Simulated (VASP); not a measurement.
# C (P-1) in VASP: a series of runs, part 2 of 2

VASP 6.6.1. Earlier steps stand in the parts before.

## 5. Single point, PBEsol

Input file INCAR:

```
SYSTEM = C
  ALGO = Normal
  EDIFF = 1E-6
  ENCUT = 600
  GGA = PS
  GGA_COMPAT = .False.
  ISIF = 2
  ISMEAR = 0
  LASPH = .True.
  LCHARG = .False.
  LREAL = .False.
  LWAVE = .False.
  NBANDS = 16
  NELM = 120
  PREC = Accurate
  SIGMA = 0.15
```

Input file KPOINTS:

```
k-points
0
Gamma
  18 18 6
  0 0 0
```

Input file POSCAR:

```
C
1.0
    1.2294745828     -2.1290849001      0.0000000000
    1.2294745828      2.1290849001      0.0000000000
    0.0000000000      0.0000000000      7.3778161753
C
4
Direct
   -0.0298972949      0.6834078221      0.7498448451
    0.6965406009      0.6499488719      0.2501554025
    1.0298972949      0.3165921779      0.2501551549
    0.3034593991      0.3500511281      0.7498445975
```

Potentials or basis: VASP PAW PBE potentials, release 64 (C).

The run is started by

```bash
cat potpaw_PBE.64/C/POTCAR > POTCAR
mpirun -np 1 vasp_std > vasp.out
```

OUTCAR:

```text
SYSTEM = C
   EDIFF = 1E-6
   ENCUT = 600
   GGA = PS
   ISIF = 2
   ISMEAR = 0
   LASPH = .True.
   LREAL = .False.
   NELM = 120
   PREC = Accurate

 ion  position               nearest neighbor table
   1  0.970  0.683  0.750-   4 1.42   4 1.42   4 1.42
   2  0.697  0.650  0.250-   3 1.42   3 1.42   3 1.42
   3  0.030  0.317  0.250-   2 1.42   2 1.42   2 1.42
   4  0.303  0.350  0.750-   1 1.42   1 1.42   1 1.42

  LATTYP: Found a base centered orthorhombic cell.
 ALAT       =     2.4589491656
 B/A-ratio  =     1.7317030623
 C/A-ratio  =     3.0003939400

  Lattice vectors:

 A1 = (   1.2294745828,  -2.1290849001,   0.0000000000)
 A2 = (   1.2294745828,   2.1290849001,   0.0000000000)
 A3 = (   0.0000000000,   0.0000000000,   7.3778161753)

Analysis of symmetry for initial positions (statically):
=====================================================================
 Subroutine PRICEL returns:
 Original cell was already a primitive cell.

 Routine SETGRP: Setting up the symmetry group for a
 base centered orthorhombic supercell.

 Subroutine GETGRP returns: Found  2 space group operations
 (whereof  2 operations were pure point group operations)
 out of a pool of  8 trial point group operations.

The static configuration has the point symmetry S_2 .

Analysis of symmetry for dynamics (positions and initial velocities):
=====================================================================
 Subroutine PRICEL returns:
 Original cell was already a primitive cell.

 Routine SETGRP: Setting up the symmetry group for a
 base centered orthorhombic supercell.

 Subroutine GETGRP returns: Found  2 space group operations
 (whereof  2 operations were pure point group operations)
 out of a pool of  8 trial point group operations.

The dynamic configuration has the point symmetry S_2 .

 Subroutine INISYM returns: Found  2 space group operations
 (whereof  2 operations are pure point group operations),
 and found     1 'primitive' translations

----------------------------------------------------------------------------------------

                                     Primitive cell

  volume of cell :      38.6252

  direct lattice vectors                    reciprocal lattice vectors
     1.229474583 -2.129084900  0.000000000     0.406677785 -0.234842678  0.000000000
     1.229474583  2.129084900  0.000000000     0.406677785  0.234842678  0.000000000
     0.000000000  0.000000000  7.377816175     0.000000000  0.000000000  0.135541463

  length of vectors
     2.458578911  2.458578911  7.377816175     0.469614634  0.469614634  0.135541463

  position of ions in fractional coordinates (direct lattice)
     0.970102705  0.683407822  0.749844845
     0.696540601  0.649948872  0.250155402
     0.029897295  0.316592178  0.250155155
     0.303459399  0.350051128  0.749844598

  ion indices of the primitive-cell ions
   primitive index   ion index
                 1           1
                 2           2
                 3           3
                 4           4

----------------------------------------------------------------------------------------

 KPOINTS: k-points

Automatic generation of k-mesh.
 Grid dimensions read from file:
 generate k-points for:   18   18    6

 Generating k-lattice:

  Cartesian coordinates                     Fractional coordinates (reciprocal lattice)
     0.022593210 -0.013046815  0.000000000     0.055555556 -0.000000000  0.000000000
     0.022593210  0.013046815  0.000000000    -0.000000000  0.055555556  0.000000000
     0.000000000  0.000000000  0.022590244     0.000000000  0.000000000  0.166666667

  Length of vectors
     0.026089702  0.026089702  0.022590244

  Shift w.r.t. Gamma in fractional coordinates (k-lattice)
     0.000000000  0.000000000  0.000000000

 Subroutine IBZKPT returns following result:
 ===========================================

 Found    976 irreducible k-points:

 Following reciprocal coordinates:
            Coordinates               Weight
  0.000000  0.000000  0.000000      1.000000
  0.055556  0.000000  0.000000      2.000000
  0.000000  0.055556  0.000000      2.000000
  0.111111  0.000000  0.000000      2.000000
  0.000000  0.111111  0.000000      2.000000
  0.166667 -0.000000  0.000000      2.000000
[... 16 lines left out ...]
  0.166667  0.055556  0.000000      2.000000
  0.055556  0.166667  0.000000      2.000000
 [... further k-points ...]
   k-points           NKPTS =    976   k-points in BZ     NKDIM =    976   number of bands    NBANDS=     16
   number of dos      NEDOS =    301   number of ions     NIONS =      4
   total plane-waves  NPLWV =  24000
   dimension x,y,z NGX =    20 NGY =   20 NGZ =   60
   dimension x,y,z NGXF=    40 NGYF=   40 NGZF=  120
   ions per type =               4
   NGX,Y,Z   is equivalent  to a cutoff of  13.52, 13.52, 13.52 a.u.
   NGXF,Y,Z  is equivalent  to a cutoff of  27.05, 27.05, 27.04 a.u.
 SYSTEM =  C
   PREC   = accura    normal or accurate (medium, high low for compatibility)
   ISTART =      0    job   : 0-new  1-cont  2-samecut
   ICHARG =      2    charge: 1-file 2-atom 10-const
   ISPIN  =      1    spin polarized calculation?
   LNONCOLLINEAR =      F non collinear calculations
   LSORBIT =      F    spin-orbit coupling
   LASPH  =      T    aspherical Exc in radial PAW
   ENCUT  =  600.0 eV  44.10 Ry    6.64 a.u.   4.91  4.91 14.74*2*pi/ulx,y,z
   NELM   =    120;   NELMIN=  2; NELMDL= -5     # of ELM steps
   EDIFF  = 0.1E-05   stopping-criterion for ELM
   LREAL  =      F    real-space projection
   EDIFFG = 0.1E-04   stopping-criterion for IOM
   NSW    =      0    number of steps for IOM
   IBRION =     -1    ionic relax: 0-MD 1-quasi-New 2-CG
   NFREE  =      0    steps in history (QN), initial steepest desc. (CG)
   ISIF   =      2    stress and relaxation
   ISYM   =      2    0-nonsym 1-usesym 2-fastsym
   POTIM  = 0.5000    time-step for ionic-motion
   TEBEG  =    0.0;   TEEND  =   0.0 temperature during run
   PSTRESS=    0.0 pullay stress
   NELECT =      16.0000    total number of electrons
   NUPDOWN=      -1.0000    fix difference up-down
   EMIN   =  10.00;   EMAX   =-10.00  energy-range for DOS
   EFERMI =   0.00;   METHOD = LEGACY
   ISMEAR =     0;   SIGMA  =   0.15  broadening in eV -4-tet -1-fermi 0-gaus
   EFERMI_NEDOS =   21; number of points for ismear=-14 and -15
   IALGO  =     38    algorithm
   IMIX   =      4    mixing-type and parameters
     AMIX     =   0.40;   BMIX     =  1.00
     AMIX_MAG =   1.60;   BMIX_MAG =  1.00
  volume/ion in A,a.u.               =       9.66        65.16
  Fermi-wavevector in a.u.,A,eV,Ry     =   1.220370  2.306164 20.263182  1.489302
  Thomas-Fermi vector in A             =   2.355589
   LORBIT       =      0    0 simple, 1 ext, 2 COOP (PROOUT), +10 PAW based schemes
   GGA     = PS    functional components
   LHFCALC =     F    Hartree Fock is set to
   AEXX    =    0.0000 exact exchange contribution
   IVDW    =     0    specifies the selected vdW correction
   LEPSILON=     F    determine dielectric tensor
   LRPA    =     F    only Hartree local field effects (RPA)
 non-spin polarized calculation
 Gauss-broadening in eV      SIGMA  =   0.15
  energy-cutoff  :      600.00
  volume of cell :       38.63
 maximum number of plane-waves:      1326
   NGX =  9   NGY =  9   NGZ = 29

 number of electron      16.0000001 magnetization

 Free energy of the ion-electron system (eV)
  ---------------------------------------------------
  ext. energy  EPLUGINS =         0.00000000
  ---------------------------------------------------
  free energy    TOTEN  =       -38.58035617 eV

  energy without entropy =      -38.57975006  energy(sigma->0) =      -38.58005311

 E-fermi :   3.8578     XC(G=0):  -9.8840

 val. band max:        3.8572936341   @ k =   0.3333   0.3333   0.5000
 cond. band min:       3.8587073530   @ k =   0.3333   0.3333   0.5000
 fundamental gap:      0.0014137189
 Fermi energy:         3.8577613070

 k-point     1 :       0.0000    0.0000    0.0000
  band No.  band energies     occupation
      1     -15.7544      2.00000
      2     -15.6123      2.00000
      3      -4.4224      2.00000
      4      -3.2141      2.00000
      5       0.8638      2.00000
      6       0.8688      2.00000
[... 8 lines left out ...]
     15      15.3959      0.00000
     16      15.4530      0.00000
[... 419 lines left out ...]
 k-point    24 :       0.0556    0.1667    0.0000
  band No.  band energies     occupation
      1     -14.8008      2.00000
      2     -14.6677      2.00000
      3      -3.2695      2.00000
      4      -2.1615      2.00000
      5      -2.1307      2.00000
      6      -2.1113      2.00000
[... 8 lines left out ...]
     15      15.2981      0.00000
     16      15.3215      0.00000

 [... further k-points ...]
[... 5 lines left out ...]
  --------------------------------------------------------------------------------------
  -------------------------------------------------------------------------------------
  Total        0.1015652      0.1426170      0.0133192     -0.0080799     -0.0003844      0.0002883
  in kB        4.2129404      5.9157744      0.5524834     -0.3351542     -0.0159431      0.0119598
  external PRESSURE =       3.5603994 kB  Pullay stress =       0.0000000 kB

 VOLUME and BASIS-vectors are now :
 -----------------------------------------------------------------------------
  energy-cutoff  :      600.00
  volume of cell :       38.63
      direct lattice vectors                 reciprocal lattice vectors
     1.229474583 -2.129084900  0.000000000     0.406677785 -0.234842678  0.000000000
     1.229474583  2.129084900  0.000000000     0.406677785  0.234842678  0.000000000
     0.000000000  0.000000000  7.377816175     0.000000000  0.000000000  0.135541463

 POSITION                                       TOTAL-FORCE (eV/Angst)
 -----------------------------------------------------------------------------------
      2.03295     -0.61040      5.53222         0.003985     -0.010722      0.000188
      1.65547     -0.09920      1.84560        -0.006723      0.003553     -0.000251
      0.42600      0.61040      1.84560        -0.003985      0.010722     -0.000188
      0.80347      0.09920      5.53222         0.006723     -0.003553      0.000251
 -----------------------------------------------------------------------------------
    total drift:                                0.000000      0.000000      0.000000

  FREE ENERGIE OF THE ION-ELECTRON SYSTEM (eV)
  ---------------------------------------------------
  free  energy   TOTEN  =       -38.5803561692 eV

  energy  without entropy=      -38.5797500587  energy(sigma->0) =      -38.58005311
```

stdout:

```text
POSCAR found type information on POSCAR C
 POSCAR found :  1 types and       4 ions
 scaLAPACK will be used
 -----------------------------------------------------------------------------
|                                                                             |
|                                                                             |
|     You enforced a specific xc type in the INCAR file but a different       |
|     I HOPE YOU KNOW WHAT YOU ARE DOING!                                     |
|                                                                             |
 -----------------------------------------------------------------------------

 LDA part: xc-table for (Slater+PW92), standard interpolation
 POSCAR, INCAR and KPOINTS ok, starting setup
 FFT: planning ... GRIDC
 FFT: planning ... GRID_SOFT
 FFT: planning ... GRID
 WAVECAR not read
 entering main loop
```

Wall time 13 min (1 thread of Oxide Virtual Turin-like, shared host); peak memory 0.55 GiB.

Results:

| Item | Value |
| --- | --- |
| Free energy | -38.5804 eV |
| Pressure | 0.4 GPa |
| Largest force | 0.011 eV/Å |
| Band gap on the k mesh | zero (filled and empty bands touch) |

Forces on the atoms (eV/Å):
```
C    0.004 -0.011  0.000
C   -0.007  0.004  0.000
C   -0.004  0.011  0.000
C    0.007 -0.004  0.000
```

Caveat: this functional lacks dispersion, which binds layers or chains, so the pressure and a relaxed spacing across them are unreliable; the PAW data sets were made with another functional, which shifts forces and pressure a little.

## 6. The runs side by side

| cell | gap on the mesh (eV) | pressure (GPa) | largest force (eV/Å) |
| --- | --- | --- | --- |
| as given, atomic positions A | none | 0.4 | 0.01 |
| as given, atomic positions B | - | 0.3 | 0.01 |
| as given, atomic positions C | none | 0.3 | 0.01 |
| as given, atomic positions D | none | 0.4 | 0.01 |

Alike in all rows: task single point; level PBEsol; potentials or basis VASP PAW PBE potentials, release 64 (C); no spin polarisation; k mesh 18 × 18 × 6; cutoff (eV) 600; smearing gaussian 0.15 eV.

Caveats: this functional lacks dispersion, which binds layers or chains, so the pressure and a relaxed spacing across them are unreliable; the PAW data sets were made with another functional, which shifts forces and pressure a little.

Total energies depend on the potentials used, so only differences within one code and one set of settings carry meaning.
